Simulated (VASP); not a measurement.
# Si3B4 (Fm-3m) in VASP: notebook

Si3B4 is run at these levels: PBE; tasks: relaxation of cell and atoms.

Everything below comes from runs of VASP 6.6.1. Logs are shortened: lines on timing, memory, paths and dates and some standing lists are left out, and cuts for length are marked.

### 1 The cell of the first run

It takes space group Fm-3m (No. 225, cubic). Conventional cell: a = 9.310 Å, b = 9.310 Å, c = 9.310 Å, α = 90.00°, β = 90.00°, γ = 90.00°. Within 2.6 Å of Si (site symmetry mmm) lie 4 B at 1.94 Å. B (site symmetry 3m) has 3 Si at 1.94 Å and 3 B at 2.65 Å within 2.7 Å.

The cell was generated, and may not be a known phase.

### 2 Relaxation of cell and atoms, PBE

INCAR

```
SYSTEM = Si3B4
  PREC = Accurate
  ENCUT = 600
  EDIFF = 1E-7
  ISMEAR = 0
  SIGMA = 0.1
  LREAL = .FALSE.
  LASPH = .TRUE.
  NELM = 100
  ALGO = Normal
  ISIF = 3
  LWAVE = .FALSE.
  LCHARG = .FALSE.
  GGA = PE
  IBRION = 2
  NSW = 90
  EDIFFG = -0.04
```

KPOINTS

```
Automatic mesh
0
G
  4 4 4
  0 0 0
```

POSCAR

```
Si3B4
1.0
    0.0000000000      4.6550863800      4.6550863800
    4.6550863800      0.0000000000      4.6550863800
    4.6550863800      4.6550863800      0.0000000000
Si B
6 8
Direct
    0.5000000000      0.0000000000      0.5000000000
    0.5000000000      0.0000000000      0.0000000000
    0.0000000000      0.0000000000      0.5000000000
    0.0000000000      0.5000000000      0.0000000000
    0.0000000000      0.5000000000      0.5000000000
    0.5000000000      0.5000000000      0.0000000000
    0.8575690000      0.4272930000      0.8575690000
    0.1424310000      0.1424310000      0.1424310000
    0.8575690000      0.8575690000      0.8575690000
    0.5727070000      0.1424310000      0.1424310000
    0.8575690000      0.8575690000      0.4272930000
    0.4272930000      0.8575690000      0.8575690000
    0.1424310000      0.1424310000      0.5727070000
    0.1424310000      0.5727070000      0.1424310000
```

Potentials or basis: VASP PAW PBE potentials, release 64 (Si, B).

Command:

```
$ cat potpaw_PBE.64/Si/POTCAR potpaw_PBE.64/B/POTCAR > POTCAR
$ mpirun -np 1 vasp_std > vasp.out
```

OUTCAR:

```text
SYSTEM = Si3B4
   PREC = Accurate
   ENCUT = 600
   EDIFF = 1E-7
   ISMEAR = 0
   LREAL = .FALSE.
   LASPH = .TRUE.
   NELM = 100
   ISIF = 3
   GGA = PE
   IBRION = 2
   NSW = 90
   EDIFFG = -0.04

 ion  position               nearest neighbor table
   1  0.500  0.000  0.500-  10 1.94  11 1.94  12 1.94  13 1.94
   2  0.500  0.000  0.000-   8 1.94   9 1.94  10 1.94  12 1.94
   3  0.000  0.000  0.500-   8 1.94   9 1.94  11 1.94  13 1.94
   4  0.000  0.500  0.000-   8 1.94   9 1.94   7 1.94  14 1.94
   5  0.000  0.500  0.500-   7 1.94  11 1.94  13 1.94  14 1.94
   6  0.500  0.500  0.000-   7 1.94  10 1.94  12 1.94  14 1.94
   7  0.858  0.427  0.858-   5 1.94   6 1.94   4 1.94
   8  0.142  0.142  0.142-   2 1.94   3 1.94   4 1.94
   9  0.858  0.858  0.858-   2 1.94   3 1.94   4 1.94
  10  0.573  0.142  0.142-   1 1.94   6 1.94   2 1.94
  11  0.858  0.858  0.427-   1 1.94   5 1.94   3 1.94
  12  0.427  0.858  0.858-   1 1.94   6 1.94   2 1.94
  13  0.142  0.142  0.573-   1 1.94   5 1.94   3 1.94
  14  0.142  0.573  0.142-   5 1.94   6 1.94   4 1.94

  LATTYP: Found a face centered cubic cell.
 ALAT       =     9.3101727600

  Lattice vectors:

 A1 = (   0.0000000000,   4.6550863800,   4.6550863800)
 A2 = (   4.6550863800,   0.0000000000,   4.6550863800)
 A3 = (   4.6550863800,   4.6550863800,   0.0000000000)

Analysis of symmetry for initial positions (statically):
=====================================================================
 Subroutine PRICEL returns:
 Original cell was already a primitive cell.

 Routine SETGRP: Setting up the symmetry group for a
 face centered cubic supercell.

 Subroutine GETGRP returns: Found 48 space group operations
 (whereof 48 operations were pure point group operations)
 out of a pool of 48 trial point group operations.

The static configuration has the point symmetry O_h .

Analysis of symmetry for dynamics (positions and initial velocities):
=====================================================================
 Subroutine PRICEL returns:
 Original cell was already a primitive cell.

 Routine SETGRP: Setting up the symmetry group for a
 face centered cubic supercell.

 Subroutine GETGRP returns: Found 48 space group operations
 (whereof 48 operations were pure point group operations)
 out of a pool of 48 trial point group operations.

The dynamic configuration has the point symmetry O_h .

 Subroutine INISYM returns: Found 48 space group operations
 (whereof 48 operations are pure point group operations),
 and found     1 'primitive' translations

----------------------------------------------------------------------------------------
[... 118 lines left out ...]
   IMIX   =      4    mixing-type and parameters
     AMIX     =   0.40;   BMIX     =  1.00
     AMIX_MAG =   1.60;   BMIX_MAG =  1.00
  volume/ion in A,a.u.               =      14.41        97.25
  Fermi-wavevector in a.u.,A,eV,Ry     =   1.014419  1.916975 14.001028  1.029047
  Thomas-Fermi vector in A             =   2.147646
   LORBIT       =      0    0 simple, 1 ext, 2 COOP (PROOUT), +10 PAW based schemes
   GGA     = PE    functional components
   LHFCALC =     F    Hartree Fock is set to
   AEXX    =    0.0000 exact exchange contribution
   IVDW    =     0    specifies the selected vdW correction
   LEPSILON=     F    determine dielectric tensor
   LRPA    =     F    only Hartree local field effects (RPA)
 conjugate gradient relaxation of ions
 non-spin polarized calculation
 Gauss-broadening in eV      SIGMA  =   0.10
  energy-cutoff  :      600.00
  volume of cell :      201.75
 maximum number of plane-waves:      6754
 NGX is ok and might be reduce to    54
   NGX = 27   NGY = 27   NGZ = 27

--------------------------------------- Ionic step        1  -------------------------------------------

 number of electron      48.0000001 magnetization

 Free energy of the ion-electron system (eV)
  ---------------------------------------------------
  ext. energy  EPLUGINS =         0.00000000
  ---------------------------------------------------
  free energy    TOTEN  =       -68.79516499 eV

  energy without entropy =      -68.77529231  energy(sigma->0) =      -68.78522865

------------------------ aborting loop because EDIFF is reached ----------------------------------------

  FORCE on cell =-STRESS in cart. coord.  units (eV):
  Direction    XX          YY          ZZ          XY          YZ          ZX
  --------------------------------------------------------------------------------------
  -------------------------------------------------------------------------------------
  Total       12.0046961     12.0046961     12.0046961     -0.0000000     -0.0000000      0.0000000
  in kB       95.3341559     95.3341559     95.3341559     -0.0000000     -0.0000000      0.0000000
  external PRESSURE =      95.3341559 kB  Pullay stress =       0.0000000 kB
[... 125 lines left out ...]
  FREE ENERGIE OF THE ION-ELECTRON SYSTEM (eV)
  ---------------------------------------------------
  free  energy   TOTEN  =       -69.3022879541 eV

  energy  without entropy=      -69.2811030995  energy(sigma->0) =      -69.29169553

 E-fermi :   4.9706     XC(G=0):  -9.7423

 val. band max:        4.9562955065   @ k =   0.5000   0.2500   0.0000
 cond. band min:       5.1776761027   @ k =  -0.2500   0.2500   0.0000
 fundamental gap:      0.2213805963
 Fermi energy:         4.9706174916

 k-point     1 :       0.0000    0.0000    0.0000
  band No.  band energies     occupation
      1      -8.2020      2.00000
      2      -4.8804      2.00000
      3      -4.8804      2.00000
      4      -4.8804      2.00000
      5      -4.0981      2.00000
      6      -4.0981      2.00000
[... 269 lines left out ...]
     31       8.3251      0.00000
     32       8.3251      0.00000

[... ionic steps 4 to 16 ...]

--------------------------------------- Ionic step       17  -------------------------------------------

 number of electron      47.9999999 magnetization

------------------------ aborting loop because EDIFF is reached ----------------------------------------
[... 91 lines left out ...]
--------------------------------------- Ionic step       19  -------------------------------------------

 number of electron      47.9999999 magnetization

 Free energy of the ion-electron system (eV)
  ---------------------------------------------------
  ext. energy  EPLUGINS =         0.00000000
  ---------------------------------------------------
  free energy    TOTEN  =       -75.72513320 eV

  energy without entropy =      -75.69582710  energy(sigma->0) =      -75.71048015

 E-fermi :   7.1515     XC(G=0): -10.3932

 val. band max:        7.1371355296   @ k =   0.5000   0.2500   0.0000
 cond. band min:       7.1978318637   @ k =  -0.2500   0.5000   0.2500
 fundamental gap:      0.0606963341
 Fermi energy:         7.1514531026

 k-point     1 :       0.0000    0.0000    0.0000
  band No.  band energies     occupation
      1      -8.3228      2.00000
      2      -4.0743      2.00000
      3      -4.0743      2.00000
      4      -4.0743      2.00000
      5      -3.6662      2.00000
      6      -3.6662      2.00000
[... 310 lines left out ...]
  FREE ENERGIE OF THE ION-ELECTRON SYSTEM (eV)
  ---------------------------------------------------
  free  energy   TOTEN  =       -75.7251331993 eV

  energy  without entropy=      -75.6958271002  energy(sigma->0) =      -75.71048015

 reached required accuracy - stopping structural energy minimisation
```

OSZICAR:

```text
N       E                     dE             d eps       ncg     rms          rms(c)
DAV:   1     0.159109153680E+03    0.15911E+03   -0.21622E+04   512   0.143E+03
DAV:   2    -0.605673381616E+02   -0.21968E+03   -0.20852E+03   656   0.218E+02
DAV:   3    -0.749600762041E+02   -0.14393E+02   -0.13687E+02   672   0.511E+01
[... 229 lines left out ...]
DAV:   4    -0.757251371907E+02    0.16870E-04   -0.19136E-04   624   0.586E-02    0.164E-02
DAV:   5    -0.757251323926E+02    0.47981E-05   -0.35804E-05   624   0.266E-02    0.657E-03
DAV:   6    -0.757251328674E+02   -0.47483E-06   -0.49019E-06   592   0.109E-02    0.353E-03
DAV:   7    -0.757251331188E+02   -0.25136E-06   -0.25982E-07   528   0.230E-03    0.164E-03
DAV:   8    -0.757251331993E+02   -0.80558E-07   -0.16875E-07   384   0.181E-03
  19 F= -.75725133E+02 E0= -.75710480E+02  d E =-.704445E-02
```

Run time: 15 min. Hardware: 1 thread of Intel Xeon 6975P-C (Granite Rapids), shared host; peak memory 0.42 GiB.

Results:

```
Free energy                           : -75.7251 eV
Relaxed volume                        : 12.07 Å³/atom
Relaxed cell                          : a = 6.206 Å, b = 6.206 Å, c = 6.206 Å, α = 60.00°, β = 60.00°, γ = 60.00°
Space group after relaxing (to 0.1 Å) : Fm-3m (No. 225)
Energy gained by relaxing             : 495.0 meV/atom
Ionic steps                           : 19
Pressure after relaxing               : 0.0 GPa
Largest force after relaxing          : 0.004 eV/Å
Band gap on the k mesh                : zero (bands 24 and 25 overlap by 1.20 eV)
```

Forces on the atoms (eV/Å):
```
Si   0.000  0.000  0.000
Si   0.000  0.000  0.000
Si   0.000  0.000  0.000
Si   0.000  0.000  0.000
Si   0.000  0.000  0.000
Si   0.000  0.000  0.000
B    0.002 -0.002  0.002
B    0.002  0.002  0.002
B   -0.002 -0.002 -0.002
B    0.002 -0.002 -0.002
B    0.002  0.002 -0.002
B   -0.002  0.002  0.002
B   -0.002 -0.002  0.002
B   -0.002  0.002 -0.002
```

Step by step:
```
step  energy change (eV)  largest force (eV/Å)  pressure (GPa)  volume (Å³)
   1              0.0000                0.6189            9.53       201.75
   2             -0.3687                0.0809           -4.34       227.84
   3             -0.5071                0.1507           -0.24       218.29
   4             -0.5070                0.1595           -0.07       217.95
   5             -0.5165                0.1778           -0.11       217.50
   6             -0.5511                0.2242           -0.24       216.15
   7             -0.6467                0.3368           -0.64       213.48
   8             -1.1355                0.9577           -2.43       208.21
   9             -3.3379                1.8921           -6.94       197.92
  10             -6.1529                1.4092           -5.74       178.37
  11             -6.3679                0.3990           -9.23       184.97
  12             -6.5187                0.4417           -8.88       182.27
  13             -6.5114                0.2143           -9.01       182.95
  14             -6.6513                0.1421           -7.53       180.28
  15             -6.9008                0.0962           -2.41       172.43
  16             -6.9228                0.2053            0.05       169.24
  17             -6.9229                0.1959           -0.17       169.50
  18             -6.9262                0.1430           -0.13       169.37
  19             -6.9300                0.0036           -0.02       169.02
```

Final structure:
```
CELL_PARAMETERS angstrom
0.00000 4.38839 4.38839
4.38839 0.00000 4.38839
4.38839 4.38839 0.00000
ATOMIC_POSITIONS crystal
Si 0.50000 0.00000 0.50000
Si 0.50000 0.00000 0.00000
Si 0.00000 0.00000 0.50000
Si 0.00000 0.50000 0.00000
Si 0.00000 0.50000 0.50000
Si 0.50000 0.50000 0.00000
B 0.89351 0.31946 0.89351
B 0.10649 0.10649 0.10649
B 0.89351 0.89351 0.89351
B 0.68054 0.10649 0.10649
B 0.89351 0.89351 0.31946
B 0.31946 0.89351 0.89351
B 0.10649 0.10649 0.68054
B 0.10649 0.68054 0.10649
```

Caveat: the volume moved by over 15 % at a fixed basis, so the end points are rough.

### 3 Relaxation of cell and atoms, PBE

This run uses another cell than the first one, of 12.12 Å³/atom.

INCAR

```
  ALGO = Normal
  EDIFF = 1E-6
  EDIFFG = -0.01
  ENCUT = 600
  GGA = PE
  IBRION = 2
  ISIF = 3
  ISMEAR = 0
  LASPH = T
  LCHARG = F
  LREAL = F
  LWAVE = F
  NELM = 100
  NSW = 100
  PREC = Accurate
  SIGMA = 0.1
```

KPOINTS

```
k-points
0
Gamma
  8 8 8
```

POSCAR

```
Si3B4
1.0
    0.0000000000      4.3935767629      4.3935767629
    4.3935767629      0.0000000000      4.3935767629
    4.3935767629      4.3935767629      0.0000000000
Si B
6 8
Direct
    0.5000000000      0.0000000000      0.5000000000
    0.5000000000      0.0000000000      0.0000000000
    0.0000000000      0.0000000000      0.5000000000
    0.0000000000      0.5000000000      0.0000000000
    0.0000000000      0.5000000000      0.5000000000
    0.5000000000      0.5000000000      0.0000000000
    0.8933721757      0.3198834728      0.8933721757
    0.1066278243      0.1066278243      0.1066278243
    0.8933721757      0.8933721757      0.8933721757
    0.6801165272      0.1066278243      0.1066278243
    0.8933721757      0.8933721757      0.3198834728
    0.3198834728      0.8933721757      0.8933721757
    0.1066278243      0.1066278243      0.6801165272
    0.1066278243      0.6801165272      0.1066278243
```

Potentials or basis: VASP PAW PBE potentials, release 64 (Si, B).

Command:

```
$ cat potpaw_PBE.64/Si/POTCAR potpaw_PBE.64/B/POTCAR > POTCAR
$ mpirun -np 1 vasp_std > vasp.out
```

It took 3.7 min on 1 thread of Intel Xeon 6975P-C (Granite Rapids), shared host; peak memory 0.43 GiB.

It converged, with:

```
Free energy                           : -75.6756 eV
Relaxed volume                        : 12.09 Å³/atom
Relaxed cell                          : a = 6.208 Å, b = 6.208 Å, c = 6.208 Å, α = 60.00°, β = 60.00°, γ = 60.00°
Space group after relaxing (to 0.1 Å) : Fm-3m (No. 225)
Energy gained by relaxing             : 0.1 meV/atom
Ionic steps                           : 2
Pressure after relaxing               : 0.0 GPa
Band gap on the k mesh                : zero (bands 24 and 25 overlap by 1.47 eV)
```

Forces on the atoms (eV/Å):
```
Si   0.000  0.000  0.000
Si   0.000  0.000  0.000
Si   0.000  0.000  0.000
Si   0.000  0.000  0.000
Si   0.000  0.000  0.000
Si   0.000  0.000  0.000
B    0.001 -0.001  0.001
B    0.001  0.001  0.001
B   -0.001 -0.001 -0.001
B    0.001 -0.001 -0.001
B    0.001  0.001 -0.001
B   -0.001  0.001  0.001
B   -0.001 -0.001  0.001
B   -0.001  0.001 -0.001
```

The path:
```tsv
step	energy change (eV)	largest force (eV/Å)	pressure (GPa)	volume (Å³)
1	0.0000	0.0718	-0.23	169.62
2	-0.0012	0.0025	0.04	169.19
```

Final structure:
```
Si B
1.0
     0.00000    4.38984    4.38984
     4.38984    0.00000    4.38984
     4.38984    4.38984    0.00000
Si B
6 8
Direct
  0.50000 0.00000 0.50000
  0.50000 0.00000 0.00000
  0.00000 0.00000 0.50000
  0.00000 0.50000 0.00000
  0.00000 0.50000 0.50000
  0.50000 0.50000 0.00000
  0.89360 0.31920 0.89360
  0.10640 0.10640 0.10640
  0.89360 0.89360 0.89360
  0.68080 0.10640 0.10640
  0.89360 0.89360 0.31920
  0.31920 0.89360 0.89360
  0.10640 0.10640 0.68080
  0.10640 0.68080 0.10640
```

Levels at points of the mesh, in eV from the Fermi level:
| k point | band 20 | band 21 | band 22 | band 23 | band 24 | band 25 | band 26 | band 27 |
| --- | --- | --- | --- | --- | --- | --- | --- | --- |
| (0.00, 0.00, 0.00) | -1.45 | 0.01 | 0.01 | 0.01 | 0.78 | 0.81 | 0.81 | 0.81 |
| (0.50, 0.00, 0.00) | -2.08 | -2.08 | -0.41 | -0.41 | -0.10 | -0.10 | 1.16 | 1.16 |
| (0.50, 0.50, 0.00) | -3.02 | -1.40 | -1.22 | -1.22 | -0.75 | -0.23 | -0.23 | 1.38 |

The gap in the log of VASP goes by the Fermi energy; the results here count the filled bands.